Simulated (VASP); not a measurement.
# La (Im-3m) in VASP: settings compared

Aim: see how the results for La move with the level of theory and the settings. Levels: PBEsol, r2SCAN+D4. Tasks: relaxation of cell and atoms, single point.

Everything below comes from runs of VASP 6.6.1. Logs are shortened: lines on timing, memory, paths and dates and some standing lists are left out, and cuts for length are marked.

### Step 1. The cell of the first run

It takes space group Im-3m (No. 229, cubic). Conventional cell: a = 4.248 Å, b = 4.248 Å, c = 4.248 Å, α = 90.00°, β = 90.00°, γ = 90.00°. La (site symmetry m-3m) has 14 La at 3.68 to 4.25 Å within 4.8 Å.

### Step 2. Relaxation of cell and atoms, PBEsol, target pressure 10 GPa, at which the enthalpy is minimised

INCAR

```
SYSTEM = La
  PREC = Accurate
  ENCUT = 600
  EDIFF = 1E-6
  ISMEAR = -1
  SIGMA = 0.05
  LREAL = .FALSE.
  LASPH = .TRUE.
  NELM = 100
  ALGO = Normal
  ISIF = 3
  LWAVE = .FALSE.
  LCHARG = .FALSE.
  GGA = PS
  IBRION = 2
  NSW = 80
  EDIFFG = -0.02
  PSTRESS = 100.0
```

KPOINTS

```
Automatic mesh
0
G
  9 9 9
  0 0 0
```

POSCAR

```
La
1.0
   -2.1238310710      2.1238310710      2.1238310710
    2.1238310710     -2.1238310710      2.1238310710
    2.1238310710      2.1238310710     -2.1238310710
La
1
Direct
    0.0000000000      0.0000000000      0.0000000000
```

Potentials or basis: VASP PAW PBE potentials, release 64 (La).

Started as:

```
cat potpaw_PBE.64/La/POTCAR > POTCAR
mpirun -np 1 vasp_std > vasp.out
```

OUTCAR:

```text
SYSTEM = La
   PREC = Accurate
   ENCUT = 600
   EDIFF = 1E-6
   ISMEAR = -1
   LREAL = .FALSE.
   LASPH = .TRUE.
   NELM = 100
   ISIF = 3
   GGA = PS
   IBRION = 2
   NSW = 80
   EDIFFG = -0.02
   PSTRESS = 100.0

 ion  position               nearest neighbor table
   1  0.000  0.000  0.000-

  LATTYP: Found a body centered cubic cell.
 ALAT       =     4.2476621420

  Lattice vectors:

 A1 = (  -2.1238310710,   2.1238310710,   2.1238310710)
 A2 = (   2.1238310710,  -2.1238310710,   2.1238310710)
 A3 = (   2.1238310710,   2.1238310710,  -2.1238310710)

Analysis of symmetry for initial positions (statically):
=====================================================================
 Subroutine PRICEL returns:
 Original cell was already a primitive cell.

 Routine SETGRP: Setting up the symmetry group for a
 body centered cubic supercell.

 Subroutine GETGRP returns: Found 48 space group operations
 (whereof 48 operations were pure point group operations)
 out of a pool of 48 trial point group operations.

The static configuration has the point symmetry O_h .

Analysis of symmetry for dynamics (positions and initial velocities):
=====================================================================
 Subroutine PRICEL returns:
 Original cell was already a primitive cell.

 Routine SETGRP: Setting up the symmetry group for a
 body centered cubic supercell.

 Subroutine GETGRP returns: Found 48 space group operations
 (whereof 48 operations were pure point group operations)
 out of a pool of 48 trial point group operations.

The dynamic configuration has the point symmetry O_h .

 Subroutine INISYM returns: Found 48 space group operations
 (whereof 48 operations are pure point group operations),
 and found     1 'primitive' translations

----------------------------------------------------------------------------------------

                                     Primitive cell

  volume of cell :      38.3195

  direct lattice vectors                    reciprocal lattice vectors
    -2.123831071  2.123831071  2.123831071     0.000000000  0.235423620  0.235423620
     2.123831071 -2.123831071  2.123831071     0.235423620  0.000000000  0.235423620
     2.123831071  2.123831071 -2.123831071     0.235423620  0.235423620  0.000000000

  length of vectors
     3.678583322  3.678583322  3.678583322     0.332939277  0.332939277  0.332939277

  position of ions in fractional coordinates (direct lattice)
     0.000000000  0.000000000  0.000000000

  ion indices of the primitive-cell ions
   primitive index   ion index
                 1           1

----------------------------------------------------------------------------------------

 KPOINTS: Automatic mesh

Automatic generation of k-mesh.
 Grid dimensions read from file:
 generate k-points for:    9    9    9

 Generating k-lattice:

  Cartesian coordinates                     Fractional coordinates (reciprocal lattice)
     0.000000000  0.026158180  0.026158180     0.111111111  0.000000000  0.000000000
     0.026158180  0.000000000  0.026158180     0.000000000  0.111111111  0.000000000
     0.026158180  0.026158180  0.000000000     0.000000000  0.000000000  0.111111111

  Length of vectors
     0.036993253  0.036993253  0.036993253

  Shift w.r.t. Gamma in fractional coordinates (k-lattice)
     0.000000000  0.000000000  0.000000000

 Subroutine IBZKPT returns following result:
 ===========================================

 Found     35 irreducible k-points:

 Following reciprocal coordinates:
            Coordinates               Weight
  0.000000  0.000000  0.000000      1.000000
  0.111111  0.000000  0.000000     12.000000
  0.222222  0.000000  0.000000     12.000000
  0.333333  0.000000  0.000000     12.000000
  0.444444  0.000000  0.000000     12.000000
  0.111111  0.111111  0.000000     24.000000
[... 16 lines left out ...]
 -0.333333  0.444444  0.111111     48.000000
 -0.444444 -0.444444  0.111111     24.000000
 [... further k-points ...]
   k-points           NKPTS =     35   k-points in BZ     NKDIM =     35   number of bands    NBANDS=      9
   number of dos      NEDOS =    301   number of ions     NIONS =      1
   total plane-waves  NPLWV =  27000
   dimension x,y,z NGX =    30 NGY =   30 NGZ =   30
   dimension x,y,z NGXF=    60 NGYF=   60 NGZF=   60
   ions per type =               1
   NGX,Y,Z   is equivalent  to a cutoff of  13.56, 13.56, 13.56 a.u.
   NGXF,Y,Z  is equivalent  to a cutoff of  27.12, 27.12, 27.12 a.u.
 SYSTEM =  La
   PREC   = accura    normal or accurate (medium, high low for compatibility)
   ISTART =      0    job   : 0-new  1-cont  2-samecut
   ICHARG =      2    charge: 1-file 2-atom 10-const
   ISPIN  =      1    spin polarized calculation?
   LNONCOLLINEAR =      F non collinear calculations
   LSORBIT =      F    spin-orbit coupling
   LASPH  =      T    aspherical Exc in radial PAW
   ENCUT  =  600.0 eV  44.10 Ry    6.64 a.u.   7.35  7.35  7.35*2*pi/ulx,y,z
   NELM   =    100;   NELMIN=  2; NELMDL= -5     # of ELM steps
   EDIFF  = 0.1E-05   stopping-criterion for ELM
   LREAL  =      F    real-space projection
   EDIFFG = -.2E-01   stopping-criterion for IOM
   NSW    =     80    number of steps for IOM
   IBRION =      2    ionic relax: 0-MD 1-quasi-New 2-CG
   NFREE  =      1    steps in history (QN), initial steepest desc. (CG)
   ISIF   =      3    stress and relaxation
   ISYM   =      2    0-nonsym 1-usesym 2-fastsym
   POTIM  = 0.5000    time-step for ionic-motion
   TEBEG  =    0.0;   TEEND  =   0.0 temperature during run
   PSTRESS=  100.0 pullay stress
   NELECT =      11.0000    total number of electrons
   NUPDOWN=      -1.0000    fix difference up-down
   EMIN   =  10.00;   EMAX   =-10.00  energy-range for DOS
   EFERMI =   0.00;   METHOD = LEGACY
   ISMEAR =    -1;   SIGMA  =   0.05  broadening in eV -4-tet -1-fermi 0-gaus
   EFERMI_NEDOS =   21; number of points for ismear=-14 and -15
   IALGO  =     38    algorithm
   IMIX   =      4    mixing-type and parameters
     AMIX     =   0.40;   BMIX     =  1.00
     AMIX_MAG =   1.60;   BMIX_MAG =  1.00
  volume/ion in A,a.u.               =      38.32       258.59
  Fermi-wavevector in a.u.,A,eV,Ry     =   1.079939  2.040788 15.868033  1.166268
  Thomas-Fermi vector in A             =   2.215917
   LORBIT       =      0    0 simple, 1 ext, 2 COOP (PROOUT), +10 PAW based schemes
   GGA     = PS    functional components
   LHFCALC =     F    Hartree Fock is set to
   AEXX    =    0.0000 exact exchange contribution
   IVDW    =     0    specifies the selected vdW correction
   LEPSILON=     F    determine dielectric tensor
   LRPA    =     F    only Hartree local field effects (RPA)
 conjugate gradient relaxation of ions
 non-spin polarized calculation
  energy-cutoff  :      600.00
  volume of cell :       38.32
 maximum number of plane-waves:      1298
 NGX is ok and might be reduce to    30
   NGX = 15   NGY = 15   NGZ = 15

--------------------------------------- Ionic step        1  -------------------------------------------

 number of electron      11.0000001 magnetization

 Free energy of the ion-electron system (eV)
  ---------------------------------------------------
  ext. energy  EPLUGINS =         0.00000000
  ---------------------------------------------------
  free energy    TOTEN  =        -5.19322148 eV

  energy without entropy =       -5.16608373  energy(sigma->0) =       -5.17965260

 E-fermi :   7.4345     XC(G=0):  -9.5567

 val. band max:        7.4076514167   @ k =  -0.2222   0.3333   0.1111
 cond. band min:       7.4363721035   @ k =   0.3333   0.2222   0.0000
 fundamental gap:      0.0287206868
 Fermi energy:         7.4345372538

 k-point     1 :       0.0000    0.0000    0.0000
  band No.  band energies     occupation
      1     -25.4740      2.00000
      2      -8.4546      2.00000
      3      -8.4546      2.00000
      4      -8.4546      2.00000
      5       4.1703      2.00000
      6       8.8762      0.00000
      7       8.8791      0.00000
      8       8.9074      0.00000
      9       8.9347      0.00000
[... 265 lines left out ...]
 k-point    24 :      -0.4444   -0.4444    0.1111
  band No.  band energies     occupation
      1     -25.2568      2.00000
      2      -9.5977      2.00000
      3      -9.0573      2.00000
      4      -8.6606      2.00000
      5       6.3547      2.00000
      6       7.6610      0.02137
      7       7.9878      0.00003
      8       8.7651      0.00000
      9       9.2177      0.00000

 [... further k-points ...]
[... 5 lines left out ...]
  --------------------------------------------------------------------------------------
  -------------------------------------------------------------------------------------
  Total       -0.6097585     -0.6097585     -0.6097585      0.0000000      0.0000000     -0.0000000
  in kB      -25.4946215    -25.4946215    -25.4946215      0.0000000      0.0000000     -0.0000000
  external PRESSURE =    -125.4946215 kB  Pullay stress =     100.0000000 kB
[... 170 lines left out ...]
  enthalpy is  TOTEN    =        -3.3499188503 eV   P V=        1.6794238421

--------------------------------------- Ionic step        6  -------------------------------------------

 number of electron      11.0000001 magnetization

 Free energy of the ion-electron system (eV)
  ---------------------------------------------------
  ext. energy  EPLUGINS =         0.00000000
  ---------------------------------------------------
  free energy    TOTEN  =        -5.02468059 eV

  energy without entropy =       -5.00844442  energy(sigma->0) =       -5.01656251

 E-fermi :  11.1740     XC(G=0): -11.0978

 val. band max:       11.1723638292   @ k =   0.2222   0.2222   0.0000
 cond. band min:      11.2124543222   @ k =  -0.4444   0.4444   0.2222
 fundamental gap:      0.0400904930
 Fermi energy:        11.1740250512

 k-point     1 :       0.0000    0.0000    0.0000
  band No.  band energies     occupation
      1     -21.4437      2.00000
      2      -3.2701      2.00000
      3      -3.2701      2.00000
      4      -3.2701      2.00000
      5       8.7009      2.00000
      6      13.0407      0.00000
      7      13.0407      0.00000
      8      13.0407      0.00000
      9      13.0764      0.00000
[... 265 lines left out ...]
 k-point    24 :      -0.4444   -0.4444    0.1111
  band No.  band energies     occupation
      1     -20.6381      2.00000
      2      -6.2319      2.00000
      3      -4.8545      2.00000
      4      -3.8230      2.00000
      5       9.8456      2.00000
      6      11.3304      0.08391
      7      12.1964      0.00000
      8      12.8939      0.00000
      9      13.8006      0.00000

 [... further k-points ...]
[... 5 lines left out ...]
  --------------------------------------------------------------------------------------
  -------------------------------------------------------------------------------------
  Total        1.6820271      1.6820271      1.6820271     -0.0000000     -0.0000000      0.0000000
  in kB      100.4362058    100.4362058    100.4362058     -0.0000000     -0.0000000      0.0000000
  external PRESSURE =       0.4362058 kB  Pullay stress =     100.0000000 kB
[... 16 lines left out ...]
  FREE ENERGIE OF THE ION-ELECTRON SYSTEM (eV)
  ---------------------------------------------------
  free  energy   TOTEN  =        -5.0246805944 eV

  energy  without entropy=       -5.0084444215  energy(sigma->0) =       -5.01656251

  enthalpy is  TOTEN    =        -3.3499587218 eV   P V=        1.6747218727

 reached required accuracy - stopping structural energy minimisation
```

It took 81 s on 1 thread of Intel Xeon Platinum 8375C at 2.90GHz (Ice Lake), shared host; peak memory 0.2 GiB.

What came out:

* Free energy: -5.0247 eV
* Relaxed volume: 26.83 Å³/atom
* Relaxed cell: a = 3.267 Å, b = 3.267 Å, c = 3.267 Å, α = 109.47°, β = 109.47°, γ = 109.47°
* Space group after relaxing (to 0.05 Å): Im-3m (No. 229)
* Energy change on relaxing (the enthalpy is what falls): +168.5 meV/atom
* Ionic steps: 6
* Pressure after relaxing: 10.0 GPa

The path:
| step | energy change (eV) | largest force (eV/Å) | pressure (GPa) | volume (Å³) |
| --- | --- | --- | --- | --- |
| 1 | 0.0000 | 0.0000 | -2.55 | 38.32 |
| 2 | 0.4125 | 0.0000 | 18.25 | 23.97 |
| 3 | 0.1630 | 0.0000 | 9.83 | 26.92 |
| 4 | 0.1756 | 0.0000 | 10.30 | 26.72 |
| 5 | 0.1639 | 0.0000 | 9.85 | 26.91 |
| 6 | 0.1685 | 0.0000 | 10.04 | 26.83 |

Final structure:
```
La
1.0
    -1.88595    1.88595    1.88595
     1.88595   -1.88595    1.88595
     1.88595    1.88595   -1.88595
La
1
Direct
  0.00000 0.00000 0.00000
```

Levels at points of the mesh, in eV from the Fermi level:
| k point | band 1 | band 2 | band 3 | band 4 | band 5 | band 6 | band 7 | band 8 | band 9 |
| --- | --- | --- | --- | --- | --- | --- | --- | --- | --- |
| (0.00, 0.00, 0.00) | -32.62 | -14.44 | -14.44 | -14.44 | -2.47 | 1.87 | 1.87 | 1.87 | 1.90 |

Caveat: the cell is relaxed towards a set pressure, so the enthalpy falls and the energy may rise; the volume moved by over 15 % at a fixed basis, so the end points are rough; the PAW data sets were made with another functional, which shifts forces and pressure a little; spin-orbit coupling is left out, which moves the levels of the heavy elements.

(Part 1 of 2 ends here.)
